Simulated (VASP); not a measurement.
# N (P2_12_12_1) in VASP: a series of runs

The runs below take N through single point, with PBEsol.

All numbers are computed with VASP 6.6.1; they aren't measurements. Logs are shortened: lines on timing, memory, paths and dates and some standing lists are left out, and cuts for length are marked.

**1. The cell of the first run**

Symmetry: P2_12_12_1, No. 19, orthorhombic system. The conventional cell has a = 5.649 Å, b = 5.705 Å, c = 5.705 Å, α = 90.00°, β = 90.00°, γ = 90.00°. Within 5.0 Å of N (site symmetry 1) lie 12 N at 3.79 to 4.30 Å.

**2. Single point, PBEsol (equal xx and yy strain of +1 %)**

Contents of INCAR:

```
SYSTEM = N
PREC     = Accurate       ! precision mode
ENCUT    = 520            ! plane-wave cutoff, eV
EDIFF    = 1E-7           ! SCF threshold, eV
ISMEAR   = -1             ! smearing method
SIGMA    = 0.02           ! smearing width, eV
LREAL    = .False.        ! projectors in reciprocal space
LASPH    = .True.         ! aspherical terms in the spheres
NELM     = 100            ! most SCF steps
ALGO     = Normal         ! electronic algorithm
ISIF     = 2              ! what is computed and relaxed
LWAVE    = .False.        ! write WAVECAR
LCHARG   = .False.        ! write CHGCAR
GGA      = PS             ! functional
NBANDS   = 18             ! bands
```

Contents of KPOINTS:

```
regular mesh
0
Gamma
  4 4 4
  0 0 0
```

Contents of POSCAR:

```
N
1.0
    5.7054900000      0.0000000000      0.0000000000
    0.0000000000      5.7054900000      0.0000000000
    0.0000000000      0.0000000000      5.6490000000
N
4
Direct
    0.0300000000      0.0300000000      0.0300000000
    0.4700000000      0.9700000000      0.5300000000
    0.5300000000      0.4700000000      0.9700000000
    0.9700000000      0.5300000000      0.4700000000
```

Potentials or basis: VASP PAW PBE potentials, release 64 (N).

The run is started by

```
cat potpaw_PBE.64/N/POTCAR > POTCAR
mpirun -np 1 vasp_std > vasp.out
```

OUTCAR:

```text
SYSTEM = N
   PREC = Accurate
   ENCUT = 520
   EDIFF = 1E-7
   ISMEAR = -1
   LREAL = .False.
   LASPH = .True.
   NELM = 100
   ISIF = 2
   GGA = PS

 ion  position               nearest neighbor table
   1  0.030  0.030  0.030-
   2  0.470  0.970  0.530-
   3  0.530  0.470  0.970-
   4  0.970  0.530  0.470-

  LATTYP: Found a simple tetragonal cell.
 ALAT       =     5.7054900000
 C/A-ratio  =     0.9900990099

  Lattice vectors:

 A1 = (   5.7054900000,   0.0000000000,   0.0000000000)
 A2 = (   0.0000000000,   5.7054900000,   0.0000000000)
 A3 = (   0.0000000000,   0.0000000000,   5.6490000000)

Analysis of symmetry for initial positions (statically):
=====================================================================
 Subroutine PRICEL returns:
 Original cell was already a primitive cell.

 Routine SETGRP: Setting up the symmetry group for a
 simple tetragonal supercell.

 Subroutine GETGRP returns: Found  4 space group operations
 (whereof  1 operations were pure point group operations)
 out of a pool of 16 trial point group operations.

The static configuration has the point symmetry C_1 .
 The point group associated with its full space group is D_2 .

Analysis of symmetry for dynamics (positions and initial velocities):
=====================================================================
 Subroutine PRICEL returns:
 Original cell was already a primitive cell.

 Routine SETGRP: Setting up the symmetry group for a
 simple tetragonal supercell.

 Subroutine GETGRP returns: Found  4 space group operations
 (whereof  1 operations were pure point group operations)
 out of a pool of 16 trial point group operations.

The dynamic configuration has the point symmetry C_1 .
 The point group associated with its full space group is D_2 .

 Subroutine INISYM returns: Found  4 space group operations
 (whereof  1 operations are pure point group operations),
 and found     1 'primitive' translations

----------------------------------------------------------------------------------------

                                     Primitive cell

  volume of cell :     183.8897

  direct lattice vectors                    reciprocal lattice vectors
     5.705490000  0.000000000  0.000000000     0.175269784  0.000000000  0.000000000
     0.000000000  5.705490000  0.000000000     0.000000000  0.175269784  0.000000000
     0.000000000  0.000000000  5.649000000     0.000000000  0.000000000  0.177022482

  length of vectors
     5.705490000  5.705490000  5.649000000     0.175269784  0.175269784  0.177022482

  position of ions in fractional coordinates (direct lattice)
     0.030000000  0.030000000  0.030000000
     0.470000000  0.970000000  0.530000000
     0.530000000  0.470000000  0.970000000
     0.970000000  0.530000000  0.470000000

  ion indices of the primitive-cell ions
   primitive index   ion index
                 1           1
                 2           2
                 3           3
                 4           4

----------------------------------------------------------------------------------------

 KPOINTS: regular mesh

Automatic generation of k-mesh.
 Grid dimensions read from file:
 generate k-points for:    4    4    4

 Generating k-lattice:

  Cartesian coordinates                     Fractional coordinates (reciprocal lattice)
     0.043817446  0.000000000  0.000000000     0.250000000  0.000000000  0.000000000
     0.000000000  0.043817446  0.000000000     0.000000000  0.250000000  0.000000000
     0.000000000  0.000000000  0.044255620     0.000000000  0.000000000  0.250000000

  Length of vectors
     0.043817446  0.043817446  0.044255620

  Shift w.r.t. Gamma in fractional coordinates (k-lattice)
     0.000000000  0.000000000  0.000000000

 Subroutine IBZKPT returns following result:
 ===========================================

 Found     27 irreducible k-points:

 Following reciprocal coordinates:
            Coordinates               Weight
  0.000000  0.000000  0.000000      1.000000
  0.250000  0.000000  0.000000      2.000000
  0.000000  0.250000  0.000000      2.000000
  0.500000  0.000000  0.000000      1.000000
  0.000000  0.500000  0.000000      1.000000
  0.250000  0.250000  0.000000      4.000000
[... 16 lines left out ...]
  0.000000  0.500000  0.500000      1.000000
  0.250000  0.250000  0.500000      4.000000
 [... further k-points ...]
   k-points           NKPTS =     27   k-points in BZ     NKDIM =     27   number of bands    NBANDS=     18
   number of dos      NEDOS =    301   number of ions     NIONS =      4
   total plane-waves  NPLWV =  74088
   dimension x,y,z NGX =    42 NGY =   42 NGZ =   42
   dimension x,y,z NGXF=    84 NGYF=   84 NGZF=   84
   ions per type =               4
   NGX,Y,Z   is equivalent  to a cutoff of  12.24, 12.24, 12.36 a.u.
   NGXF,Y,Z  is equivalent  to a cutoff of  24.48, 24.48, 24.72 a.u.
 SYSTEM =  N
   PREC   = accura    normal or accurate (medium, high low for compatibility)
   ISTART =      0    job   : 0-new  1-cont  2-samecut
   ICHARG =      2    charge: 1-file 2-atom 10-const
   ISPIN  =      1    spin polarized calculation?
   LNONCOLLINEAR =      F non collinear calculations
   LSORBIT =      F    spin-orbit coupling
   LASPH  =      T    aspherical Exc in radial PAW
   ENCUT  =  520.0 eV  38.22 Ry    6.18 a.u.  10.61 10.61 10.50*2*pi/ulx,y,z
   NELM   =    100;   NELMIN=  2; NELMDL= -5     # of ELM steps
   EDIFF  = 0.1E-06   stopping-criterion for ELM
   LREAL  =      F    real-space projection
   EDIFFG = 0.1E-05   stopping-criterion for IOM
   NSW    =      0    number of steps for IOM
   IBRION =     -1    ionic relax: 0-MD 1-quasi-New 2-CG
   NFREE  =      0    steps in history (QN), initial steepest desc. (CG)
   ISIF   =      2    stress and relaxation
   ISYM   =      2    0-nonsym 1-usesym 2-fastsym
   POTIM  = 0.5000    time-step for ionic-motion
   TEBEG  =    0.0;   TEEND  =   0.0 temperature during run
   PSTRESS=    0.0 pullay stress
   NELECT =      20.0000    total number of electrons
   NUPDOWN=      -1.0000    fix difference up-down
   EMIN   =  10.00;   EMAX   =-10.00  energy-range for DOS
   EFERMI =   0.00;   METHOD = LEGACY
   ISMEAR =    -1;   SIGMA  =   0.02  broadening in eV -4-tet -1-fermi 0-gaus
   EFERMI_NEDOS =   21; number of points for ismear=-14 and -15
   IALGO  =     38    algorithm
   IMIX   =      4    mixing-type and parameters
     AMIX     =   0.40;   BMIX     =  1.00
     AMIX_MAG =   1.60;   BMIX_MAG =  1.00
  volume/ion in A,a.u.               =      45.97       310.24
  Fermi-wavevector in a.u.,A,eV,Ry     =   0.781446  1.476719  8.308506  0.610658
  Thomas-Fermi vector in A             =   1.884965
   LORBIT       =      0    0 simple, 1 ext, 2 COOP (PROOUT), +10 PAW based schemes
   GGA     = PS    functional components
   LHFCALC =     F    Hartree Fock is set to
   AEXX    =    0.0000 exact exchange contribution
   IVDW    =     0    specifies the selected vdW correction
   LEPSILON=     F    determine dielectric tensor
   LRPA    =     F    only Hartree local field effects (RPA)
 non-spin polarized calculation
  energy-cutoff  :      520.00
  volume of cell :      183.89
 maximum number of plane-waves:      4982
   NGX = 21   NGY = 21   NGZ = 21

 number of electron      19.9999996 magnetization

 Free energy of the ion-electron system (eV)
  ---------------------------------------------------
  ext. energy  EPLUGINS =         0.00000000
  ---------------------------------------------------
  free energy    TOTEN  =        -2.46840829 eV

  energy without entropy =       -2.42819069  energy(sigma->0) =       -2.44829949

 E-fermi :  -5.4851     XC(G=0):  -5.0340

 val. band max:       -5.4868531288   @ k =   0.0000   0.5000   0.5000
 cond. band min:      -5.4848055409   @ k =   0.5000   0.5000   0.0000
 fundamental gap:      0.0020475879
 Fermi energy:        -5.4851387177

 k-point     1 :       0.0000    0.0000    0.0000
  band No.  band energies     occupation
      1     -17.1372      2.00000
      2     -16.9510      2.00000
      3     -16.9505      2.00000
      4     -16.9465      2.00000
      5      -5.9394      2.00000
      6      -5.9388      2.00000
[... 10 lines left out ...]
     17       0.8930      0.00000
     18       4.5539      0.00000

 k-point     2 :       0.2500    0.0000    0.0000
  band No.  band energies     occupation
      1     -17.1120      2.00000
      2     -16.9866      2.00000
      3     -16.9449      2.00000
      4     -16.9413      2.00000
      5      -5.8945      2.00000
      6      -5.8913      2.00000
[... 10 lines left out ...]
     17       1.2801      0.00000
     18       3.5454      0.00000

 k-point     3 :       0.0000    0.2500    0.0000
  band No.  band energies     occupation
      1     -17.1119      2.00000
      2     -16.9858      2.00000
      3     -16.9478      2.00000
      4     -16.9394      2.00000
      5      -5.8958      2.00000
      6      -5.8884      2.00000
[... 10 lines left out ...]
     17       1.2801      0.00000
     18       3.5453      0.00000

 k-point     4 :       0.5000    0.0000    0.0000
  band No.  band energies     occupation
      1     -17.0504      2.00000
      2     -17.0504      2.00000
      3     -16.9419      2.00000
      4     -16.9419      2.00000
      5      -5.7860      2.00000
      6      -5.7860      2.00000
[... 10 lines left out ...]
     17       2.2740      0.00000
     18       2.2740      0.00000

 k-point     5 :       0.0000    0.5000    0.0000
  band No.  band energies     occupation
      1     -17.0501      2.00000
      2     -17.0501      2.00000
      3     -16.9422      2.00000
      4     -16.9422      2.00000
      5      -5.7820      2.00000
      6      -5.7820      2.00000
[... 10 lines left out ...]
     17       2.2739      0.00000
     18       2.2739      0.00000

 k-point     6 :       0.2500    0.2500    0.0000
  band No.  band energies     occupation
      1     -17.0901      2.00000
      2     -16.9926      2.00000
      3     -16.9588      2.00000
      4     -16.9426      2.00000
      5      -5.8770      2.00000
      6      -5.8355      2.00000
[... 10 lines left out ...]
     17       1.6367      0.00000
     18       3.7257      0.00000

 k-point     7 :       0.5000    0.2500    0.0000
  band No.  band energies     occupation
      1     -17.0380      2.00000
      2     -17.0380      2.00000
      3     -16.9536      2.00000
      4     -16.9536      2.00000
      5      -5.8280      2.00000
      6      -5.8280      2.00000
[... 10 lines left out ...]
     17       2.5755      0.00000
     18       2.5755      0.00000

 k-point     8 :      -0.2500    0.5000    0.0000
  band No.  band energies     occupation
      1     -17.0378      2.00000
      2     -17.0378      2.00000
      3     -16.9538      2.00000
      4     -16.9538      2.00000
      5      -5.8272      2.00000
      6      -5.8272      2.00000
[... 10 lines left out ...]
     17       2.5739      0.00000
     18       2.5739      0.00000
[... 229 lines left out ...]
     17       2.2978      0.00000
     18       2.2978      0.00000

 k-point    20 :       0.2500    0.0000    0.5000
  band No.  band energies     occupation
      1     -17.0365      2.00000
      2     -17.0365      2.00000
      3     -16.9550      2.00000
      4     -16.9550      2.00000
      5      -5.8298      2.00000
      6      -5.8298      2.00000
[... 10 lines left out ...]
     17       2.5982      0.00000
     18       2.5982      0.00000

 k-point    21 :       0.0000    0.2500    0.5000
  band No.  band energies     occupation
      1     -17.0363      2.00000
      2     -17.0363      2.00000
      3     -16.9552      2.00000
      4     -16.9552      2.00000
      5      -5.8307      2.00000
      6      -5.8307      2.00000
[... 10 lines left out ...]
     17       2.5966      0.00000
     18       2.5966      0.00000

 k-point    22 :       0.5000    0.0000    0.5000
  band No.  band energies     occupation
      1     -17.0197      2.00000
      2     -17.0197      2.00000
      3     -16.9711      2.00000
      4     -16.9711      2.00000
      5      -5.8589      2.00000
      6      -5.8589      2.00000
[... 10 lines left out ...]
     17       3.3612      0.00000
     18       3.3630      0.00000

 k-point    23 :       0.0000    0.5000    0.5000
  band No.  band energies     occupation
      1     -17.0190      2.00000
      2     -17.0190      2.00000
      3     -16.9718      2.00000
      4     -16.9718      2.00000
      5      -5.8599      2.00000
      6      -5.8599      2.00000
[... 10 lines left out ...]
     17       3.3607      0.00000
     18       3.3607      0.00000

 k-point    24 :       0.2500    0.2500    0.5000
  band No.  band energies     occupation
      1     -17.0265      2.00000
      2     -17.0265      2.00000
      3     -16.9642      2.00000
      4     -16.9642      2.00000
      5      -5.9292      2.00000
      6      -5.9292      2.00000
[... 10 lines left out ...]
     17       2.8733      0.00000
     18       2.8733      0.00000

 [... further k-points ...]
[... 5 lines left out ...]
  --------------------------------------------------------------------------------------
  -------------------------------------------------------------------------------------
  Total       -4.4938614     -4.4922833     -4.5848014      0.0000000      0.0000000      0.0000000
  in kB      -39.1536977    -39.1399483    -39.9460317      0.0000000      0.0000000      0.0000000
  external PRESSURE =     -39.4132259 kB  Pullay stress =       0.0000000 kB

 VOLUME and BASIS-vectors are now :
 -----------------------------------------------------------------------------
  energy-cutoff  :      520.00
  volume of cell :      183.89
      direct lattice vectors                 reciprocal lattice vectors
     5.705490000  0.000000000  0.000000000     0.175269784  0.000000000  0.000000000
     0.000000000  5.705490000  0.000000000     0.000000000  0.175269784  0.000000000
     0.000000000  0.000000000  5.649000000     0.000000000  0.000000000  0.177022482

 POSITION                                       TOTAL-FORCE (eV/Angst)
 -----------------------------------------------------------------------------------
      0.17116      0.17116      0.16947         0.227446      0.204493      0.224527
      2.68158      5.53433      2.99397        -0.227446     -0.204493      0.224527
      3.02391      2.68158      5.47953         0.227446     -0.204493     -0.224527
      5.53433      3.02391      2.65503        -0.227446      0.204493     -0.224527
 -----------------------------------------------------------------------------------
    total drift:                                0.000000      0.000000     -0.000000

  FREE ENERGIE OF THE ION-ELECTRON SYSTEM (eV)
  ---------------------------------------------------
  free  energy   TOTEN  =        -2.4684082927 eV

  energy  without entropy=       -2.4281906926  energy(sigma->0) =       -2.44829949
```

Run time: 99 s. Hardware: 1 thread of AMD EPYC 7R13, shared host; peak memory 0.24 GiB.

Results:

- Free energy: -2.4684 eV
- Pressure: -3.9 GPa
- Largest force: 0.379 eV/Å
- Band gap on the k mesh: zero (band 10 reaches -5.34 eV, above the bottom of band 11 at -5.49 eV)

Forces in eV/Å, atoms in the order of the input:
```
N    0.227  0.204  0.225
N   -0.227 -0.204  0.225
N    0.227 -0.204 -0.225
N   -0.227  0.204 -0.225
```

Levels at points of the mesh, in eV from the Fermi level:
```
           k point  band 8  band 9  band 10  band 11  band 12  band 13
(0.00, 0.00, 0.00)   -0.03   -0.03    -0.02     0.01     0.01     0.06
(0.50, 0.00, 0.00)   -0.25   -0.16    -0.16     0.02     0.02     0.13
(0.00, 0.50, 0.00)   -0.25   -0.16    -0.16     0.02     0.02     0.14
(0.50, 0.50, 0.00)   -0.30   -0.14    -0.14     0.00     0.00     0.17
(0.00, 0.00, 0.50)   -0.25   -0.16    -0.16     0.02     0.02     0.13
(0.50, 0.00, 0.50)   -0.31   -0.14    -0.14     0.00     0.00     0.17
(0.00, 0.50, 0.50)   -0.31   -0.14    -0.14     0.00     0.00     0.17
(0.50, 0.50, 0.50)   -0.54    0.15     0.15     0.15     0.15     0.17
```

Caveat: the cell differs from its parent crystal (equal xx and yy strain of +1 %); the PAW data sets were made with another functional, which shifts forces and pressure a little.

**3. Single point, PBEsol (equal xx and yy strain of +2 %)**

Contents of INCAR:

```
SYSTEM = N
PREC = Accurate
ENCUT = 520
EDIFF = 1E-6
ISMEAR = -1
SIGMA = 0.02
LREAL = .False.
LASPH = .True.
NELM = 80
ALGO = Normal
ISIF = 2
LWAVE = .False.
LCHARG = .True.
GGA = PS
LELF = .True.
LVHAR = .True.
NBANDS = 18
```

KPOINTS is that of step 2.

POSCAR: that of step 2 with these lines changed.

```diff
@@ -2,4 +2,4 @@
 1.0
-    5.7054900000      0.0000000000      0.0000000000
-    0.0000000000      5.7054900000      0.0000000000
+    5.7619800000      0.0000000000      0.0000000000
+    0.0000000000      5.7619800000      0.0000000000
     0.0000000000      0.0000000000      5.6490000000
```

Potentials or basis: VASP PAW PBE potentials, release 64 (N).

The run is started by

```
cat potpaw_PBE.64/N/POTCAR > POTCAR
mpirun -np 1 vasp_std > vasp.out
```

Wall time 2.3 min (1 thread of AMD EPYC 7R13, shared host); peak memory 0.27 GiB.

It converged, with:

```
Free energy            : -2.3824 eV
Pressure               : -3.8 GPa
Largest force          : 0.368 eV/Å
Band gap on the k mesh : zero (band 10 reaches -5.37 eV, above the bottom of band 11 at -5.52 eV)
```

Forces in eV/Å, atoms in the order of the input:
```
N    0.228  0.184  0.222
N   -0.228 -0.184  0.222
N    0.228 -0.184 -0.222
N   -0.228  0.184 -0.222
```

Stress tensor (GPa, compression positive):
```
-3.70  0.00  0.00
 0.00 -3.70  0.00
 0.00  0.00 -3.85
```

Levels at points of the mesh, in eV from the Fermi level:
| k point | band 6 | band 7 | band 8 | band 9 | band 10 | band 11 | band 12 | band 13 | band 14 | band 15 |
| --- | --- | --- | --- | --- | --- | --- | --- | --- | --- | --- |
| (0.00, 0.00, 0.00) | -0.44 | -0.43 | -0.04 | -0.03 | -0.01 | 0.00 | 0.02 | 0.06 | 0.23 | 0.23 |
| (0.50, 0.00, 0.00) | -0.29 | -0.24 | -0.24 | -0.15 | -0.15 | 0.02 | 0.02 | 0.13 | 0.13 | 0.15 |
| (0.00, 0.50, 0.00) | -0.28 | -0.24 | -0.24 | -0.15 | -0.15 | 0.02 | 0.02 | 0.13 | 0.13 | 0.14 |
| (0.50, 0.50, 0.00) | -0.35 | -0.28 | -0.28 | -0.13 | -0.13 | 0.00 | 0.00 | 0.16 | 0.16 | 0.19 |
| (0.00, 0.00, 0.50) | -0.29 | -0.24 | -0.24 | -0.15 | -0.15 | 0.02 | 0.02 | 0.12 | 0.12 | 0.14 |
| (0.50, 0.00, 0.50) | -0.36 | -0.30 | -0.30 | -0.14 | -0.14 | 0.00 | 0.00 | 0.17 | 0.17 | 0.20 |
| (0.00, 0.50, 0.50) | -0.36 | -0.30 | -0.30 | -0.13 | -0.13 | 0.00 | 0.00 | 0.17 | 0.17 | 0.20 |
| (0.50, 0.50, 0.50) | -0.52 | -0.52 | -0.52 | 0.14 | 0.14 | 0.14 | 0.14 | 0.17 | 0.17 | 0.17 |

Caveat: the cell differs from its parent crystal (equal xx and yy strain of +2 %); the PAW data sets were made with another functional, which shifts forces and pressure a little.
